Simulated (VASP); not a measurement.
# Be2ZnTe3 (I-4m2) in VASP: single point with PBE

Aim: the single point of Be2ZnTe3 with PBE.

Program: VASP 6.6.1. These are calculated values, not measurements. Logs are shortened: lines on timing, memory, paths and dates and some standing lists are left out, and cuts for length are marked.

### Step 1. The cell of the first run

It takes space group I-4m2 (No. 119, tetragonal). Conventional cell: a = 4.112 Å, b = 4.112 Å, c = 17.633 Å, α = 90.00°, β = 90.00°, γ = 90.00°. Be (site symmetry 2mm) has 4 Te at 2.47 to 2.48 Å within 3.3 Å. Within 3.5 Å of Zn (site symmetry -4m2) lie 4 Te at 2.64 Å. Within 3.3 Å of Te (site symmetry 2mm) lie 2 Be at 2.47 Å and 2 Zn at 2.64 Å. Within 3.3 Å of Te (site symmetry -4m2) lie 4 Be at 2.48 Å.

### Step 2. Single point, PBE

Input file INCAR:

```
SYSTEM = Be2ZnTe3
ALGO = Normal ; EDIFF = 1E-6
ENCUT = 520 ; GGA = PE
ISIF = 2 ; ISMEAR = 0
LASPH = .TRUE. ; LCHARG = .FALSE.
LREAL = .FALSE. ; LWAVE = .FALSE.
NBANDS = 26 ; NELM = 100
PREC = Accurate ; SIGMA = 0.02
```

Input file KPOINTS:

```
k-points
0
G
  10 10 10
  0 0 0
```

Input file POSCAR:

```
Be2ZnTe3
1.0
   -2.0560108668      2.0560108668      8.8163982382
    2.0560108668     -2.0560108668      8.8163982382
    2.0560108668      2.0560108668     -8.8163982382
Be Zn Te
2 1 3
Direct
    0.6712000564      0.6712000564      0.0000000000
    0.3287999436      0.3287999436      0.0000000000
    0.0000000000      0.0000000000      0.0000000000
    0.5935637981      0.0935637981      0.5000000000
    0.2500000000      0.7500000000      0.5000000000
    0.9064362019      0.4064362019      0.5000000000
```

Potentials or basis: VASP PAW PBE potentials, release 64 (Be, Zn, Te).

Command:

```console
cat potpaw_PBE.64/Be/POTCAR potpaw_PBE.64/Zn/POTCAR potpaw_PBE.64/Te/POTCAR > POTCAR
mpirun -np 1 vasp_std > vasp.out
```

OUTCAR:

```text
SYSTEM = Be2ZnTe3
   EDIFF = 1E-6
   ENCUT = 520
   GGA = PE
   ISIF = 2
   ISMEAR = 0
   LASPH = .TRUE.
   LREAL = .FALSE.
   NELM = 100
   PREC = Accurate

 ion  position               nearest neighbor table
   1  0.671  0.671  0.000-   4 2.47   4 2.47   5 2.48   5 2.48
   2  0.329  0.329  0.000-   6 2.47   6 2.47   5 2.48   5 2.48
   3  0.000  0.000  0.000-   4 2.64   6 2.64   4 2.64   6 2.64
   4  0.594  0.094  0.500-   1 2.47   1 2.47   3 2.64   3 2.64
   5  0.250  0.750  0.500-   2 2.48   1 2.48   2 2.48   1 2.48
   6  0.906  0.406  0.500-   2 2.47   2 2.47   3 2.64   3 2.64

  LATTYP: Found a body centered tetragonal cell.
 ALAT       =     4.1120217336
 C/A-ratio  =     4.2881087744

  Lattice vectors:

 A1 = (  -2.0560108668,   2.0560108668,   8.8163982382)
 A2 = (   2.0560108668,  -2.0560108668,   8.8163982382)
 A3 = (   2.0560108668,   2.0560108668,  -8.8163982382)

Analysis of symmetry for initial positions (statically):
=====================================================================
 Subroutine PRICEL returns:
 Original cell was already a primitive cell.

 Routine SETGRP: Setting up the symmetry group for a
 body centered tetragonal supercell.

 Subroutine GETGRP returns: Found  8 space group operations
 (whereof  8 operations were pure point group operations)
 out of a pool of 16 trial point group operations.

The static configuration has the point symmetry D_2d.

Analysis of symmetry for dynamics (positions and initial velocities):
=====================================================================
 Subroutine PRICEL returns:
 Original cell was already a primitive cell.

 Routine SETGRP: Setting up the symmetry group for a
 body centered tetragonal supercell.

 Subroutine GETGRP returns: Found  8 space group operations
 (whereof  8 operations were pure point group operations)
 out of a pool of 16 trial point group operations.

The dynamic configuration has the point symmetry D_2d.

 Subroutine INISYM returns: Found  8 space group operations
 (whereof  8 operations are pure point group operations),
 and found     1 'primitive' translations

----------------------------------------------------------------------------------------

                                     Primitive cell

  volume of cell :     149.0740

  direct lattice vectors                    reciprocal lattice vectors
    -2.056010867  2.056010867  8.816398238     0.000000000  0.243189376  0.056712502
     2.056010867 -2.056010867  8.816398238     0.243189376  0.000000000  0.056712502
     2.056010867  2.056010867 -8.816398238     0.243189376  0.243189376  0.000000000

[... 91 lines left out ...]
   EDIFF  = 0.1E-05   stopping-criterion for ELM
   LREAL  =      F    real-space projection
   EDIFFG = 0.1E-04   stopping-criterion for IOM
   NSW    =      0    number of steps for IOM
   IBRION =     -1    ionic relax: 0-MD 1-quasi-New 2-CG
   NFREE  =      0    steps in history (QN), initial steepest desc. (CG)
   ISIF   =      2    stress and relaxation
   ISYM   =      2    0-nonsym 1-usesym 2-fastsym
   POTIM  = 0.5000    time-step for ionic-motion
   TEBEG  =    0.0;   TEEND  =   0.0 temperature during run
   PSTRESS=    0.0 pullay stress
   NELECT =      34.0000    total number of electrons
   NUPDOWN=      -1.0000    fix difference up-down
   EMIN   =  10.00;   EMAX   =-10.00  energy-range for DOS
   EFERMI =   0.00;   METHOD = LEGACY
   ISMEAR =     0;   SIGMA  =   0.02  broadening in eV -4-tet -1-fermi 0-gaus
   EFERMI_NEDOS =   21; number of points for ismear=-14 and -15
   IALGO  =     38    algorithm
   IMIX   =      4    mixing-type and parameters
     AMIX     =   0.40;   BMIX     =  1.00
     AMIX_MAG =   1.60;   BMIX_MAG =  1.00
  volume/ion in A,a.u.               =      24.85       167.67
  Fermi-wavevector in a.u.,A,eV,Ry     =   1.000231  1.890163 13.612123  1.000463
  Thomas-Fermi vector in A             =   2.132574
   LORBIT       =      0    0 simple, 1 ext, 2 COOP (PROOUT), +10 PAW based schemes
   GGA     = PE    functional components
   LHFCALC =     F    Hartree Fock is set to
   AEXX    =    0.0000 exact exchange contribution
   IVDW    =     0    specifies the selected vdW correction
   LEPSILON=     F    determine dielectric tensor
   LRPA    =     F    only Hartree local field effects (RPA)
 non-spin polarized calculation
 Gauss-broadening in eV      SIGMA  =   0.02
  energy-cutoff  :      520.00
  volume of cell :      149.07
 maximum number of plane-waves:      4065
 NGX is ok and might be reduce to    70
   NGX = 35   NGY = 35   NGZ = 35

 number of electron      34.0000007 magnetization

 Free energy of the ion-electron system (eV)
  ---------------------------------------------------
  ext. energy  EPLUGINS =         0.00000000
  ---------------------------------------------------
  free energy    TOTEN  =       -20.31546442 eV

  energy without entropy =      -20.31546442  energy(sigma->0) =      -20.31546442

 E-fermi :   4.3710     XC(G=0):  -8.9429

 val. band max:        4.2402531565   @ k =   0.0000   0.0000   0.0000
 cond. band min:       6.2239078851   @ k =   0.0000   0.0000   0.0000
 fundamental gap:      1.9836547286
 Fermi energy:         4.3709670408

 k-point     1 :       0.0000    0.0000    0.0000
  band No.  band energies     occupation
      1      -7.8184      2.00000
      2      -6.8838      2.00000
      3      -6.6343      2.00000
      4      -2.6188      2.00000
      5      -2.6188      2.00000
      6      -2.6128      2.00000
[... 685 lines left out ...]
     25      10.3423      0.00000
     26      10.8370      0.00000

 [... further k-points ...]
[... 5 lines left out ...]
  --------------------------------------------------------------------------------------
  -------------------------------------------------------------------------------------
  Total        0.1432501      0.1432501      0.1417292      0.0000000      0.0000000      0.0000000
  in kB        1.5395847      1.5395847      1.5232382      0.0000000      0.0000000      0.0000000
  external PRESSURE =       1.5341359 kB  Pullay stress =       0.0000000 kB

 VOLUME and BASIS-vectors are now :
 -----------------------------------------------------------------------------
  energy-cutoff  :      520.00
  volume of cell :      149.07
      direct lattice vectors                 reciprocal lattice vectors
    -2.056010867  2.056010867  8.816398238     0.000000000  0.243189376  0.056712502
     2.056010867 -2.056010867  8.816398238     0.243189376  0.000000000  0.056712502
     2.056010867  2.056010867 -8.816398238     0.243189376  0.243189376  0.000000000

 POSITION                                       TOTAL-FORCE (eV/Angst)
 -----------------------------------------------------------------------------------
      0.00000      0.00000     11.83513        -0.000000      0.000000     -0.005912
      0.00000      0.00000      5.79766        -0.000000      0.000000      0.005912
      0.00000      0.00000      0.00000         0.000000     -0.000000      0.000000
      0.00000      2.05601      1.64979         0.000000     -0.000000     -0.009154
      2.05601     -0.00000      4.40820         0.000000     -0.000000      0.000000
      0.00000      2.05601      7.16661         0.000000     -0.000000      0.009154
 -----------------------------------------------------------------------------------
    total drift:                               -0.000000      0.000000      0.000000

  FREE ENERGIE OF THE ION-ELECTRON SYSTEM (eV)
  ---------------------------------------------------
  free  energy   TOTEN  =       -20.3154644164 eV

  energy  without entropy=      -20.3154644164  energy(sigma->0) =      -20.31546442
```

It took 15 min on 1 thread of Intel Xeon Platinum 8488C (Sapphire Rapids), shared host; peak memory 0.93 GiB.

What came out:

```
Free energy            : -20.3155 eV
Pressure               : 0.2 GPa
Largest force          : 0.009 eV/Å
Band gap on the k mesh : 1.98 eV
```

Forces in eV/Å, atoms in the order of the input:
```
Be   0.000  0.000 -0.006
Be   0.000  0.000  0.006
Zn   0.000  0.000  0.000
Te   0.000  0.000 -0.009
Te   0.000  0.000  0.000
Te   0.000  0.000  0.009
```

Caveat: spin-orbit coupling is left out, which moves the levels of the heavy elements. A k mesh can miss the band edges.
